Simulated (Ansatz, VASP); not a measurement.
KBr: VASP beside Ansatz

The input INCAR:

```
PREC = Accurate
ENCUT = 520
EDIFF = 1E-7
ISMEAR = 0
SIGMA = 0.01
LREAL = False
LASPH = True
NELM = 80
ALGO = Normal
ISIF = 2
LWAVE = False
LCHARG = False
GGA = PS
NBANDS = 15
```

The input KPOINTS:

```
Automatic mesh
0
Gamma
  4 4 4
```

POSCAR

```
KBr
1.0
    0.0000000000      3.3024386828      3.3024386828
    3.3024386828      0.0000000000      3.3024386828
    3.3024386828      3.3024386828      0.0000000000
K Br
1 1
Direct
    0.0000000000      0.0000000000      0.0000000000
    0.5000000000      0.5000000000      0.5000000000
```

Input for Ansatz:

```yaml
crystal:
  lattice:
    - [0.0, 3.3024386828, 3.3024386828]
    - [3.3024386828, 0.0, 3.3024386828]
    - [3.3024386828, 3.3024386828, 0.0]
  atoms:
    - { symbol: K, position: [0.0, 0.0, 0.0] }
    - { symbol: Br, position: [0.5, 0.5, 0.5] }
kpoints:
  mp_grid: { grid: [4, 4, 4] }
hamiltonian:
  xc: pbesol
scf:
  occupations: { method: fixed }
  n_extra_bands: 4
output:
  forces: true
  stress: true
  eigenvalues: true
```

Alike in both runs: task single point; functional PBEsol; k mesh 4 × 4 × 4; no spin polarisation.

|  | VASP | Ansatz |
| --- | --- | --- |
| version | VASP 6.6.1 | Ansatz 0.2.0 |
| potentials or method | VASP PAW PBE potentials, release 64 (K_sv, Br) | plane waves |
| plane-wave cutoff (eV) | 520 | 420 |
| occupations | gaussian, width 0.01 eV | fixed |
| valence electrons in the cell | 16 | 16 |

|  | VASP | Ansatz | Ansatz less VASP |
| --- | --- | --- | --- |
| gap on the k mesh at the Fermi level (eV) | 4.27 | 4.28 | +0.003 |
| pressure (GPa) | -0.3 | -0.4 | -0.05 |

VASP's potentials were made for PBE, not for PBEsol.
